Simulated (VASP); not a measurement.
Runs of VASP 6.6.1 on Cr. The structure is that of space group Fd-3m (No. 227), or close to it. The cells are those of the table. 

| task | cell | k mesh | cutoff (eV) | gap on the mesh (eV) | pressure (GPa) | relaxed volume (Å³/atom) |
| --- | --- | --- | --- | --- | --- | --- |
| relaxation of cell and atoms | relaxed from a = 3.602 Å, angles 60.0°, 2 atoms | 18 × 18 × 18 | 600 | none | 0.0 | 16.56 |
| single point | a = 3.602 Å, angles 60.0°, 2 atoms | 18 × 18 × 18 | 520 | none | 0.2 | - |
| relaxation of cell and atoms | relaxed from a = 3.484 Å, angles 60.0°, 2 atoms | 6 × 6 × 6 | 600 | none | 0.1 | 16.56 |
| single point | a = 3.602 Å, angles 60.0°, 2 atoms | 6 × 6 × 6 | 520 | none | (a) | - |

Alike in all rows: level PBE; potentials or basis VASP PAW PBE potentials, release 64 (Cr_pv); no spin polarisation; smearing gaussian 0.1 eV.

Q: Estimate the missing entries.

A: (a) 0.5.

Caveats: some runs use coarse meshes; the run has no spin polarisation, though such a crystal can be magnetic.

A gap of «none» marks levels without a gap at the run's occupations.
